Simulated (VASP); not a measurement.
Here is a VASP 6.6.1 calculation.

Contents of INCAR:

```
SYSTEM = SiC
PREC = Accurate
ENCUT = 520
EDIFF = 1E-7
ISMEAR = 0
SIGMA = 0.02
LREAL = .False.
LASPH = .True.
NELM = 120
ALGO = Normal
ISIF = 2
LWAVE = .False.
LCHARG = .False.
GGA = PE
IBRION = 2
NSW = 60
EDIFFG = -0.002
GGA_COMPAT = .False.
NELMIN = 4
```

File KPOINTS:

```
regular mesh
0
Gamma
  10 10 10
  0 0 0
```

POSCAR

```
SiC
1.0
    0.0100465858      2.2017106928      2.1845525596
    2.2017106928      0.0100465858      2.1845525596
    2.2117572785      2.2117572785      0.0000000000
Si C
1 1
Direct
    0.0004388284      0.0004388284     -0.0004388284
    0.2495611716      0.2495611716      0.2504388284
```

Potentials or basis: VASP PAW PBE potentials, release 64 (Si, C).

Command:

```sh
$ cat potpaw_PBE.64/Si/POTCAR potpaw_PBE.64/C/POTCAR > POTCAR
$ mpirun -np 1 vasp_std > vasp.out
```

**Question.** Predict the band gap on the k mesh.

**Answer.** 1.29 eV (least direct gap 4.44 eV).

**Question.** What does it give for the energy gained by relaxing?

**Answer.** 0.0 meV/atom.

Final structure:
```xyz
2
Lattice="0.0100 2.2017 2.1846 2.2017 0.0100 2.1846 2.2118 2.2118 0.0000" Properties=species:S:1:pos:R:3 pbc="T T T"
Si    2.2118    2.2118    0.0018
C     1.1059    1.1059    1.0905
```

Caveat: the cell differs from its parent crystal (strained cell). A k mesh can miss the band edges.
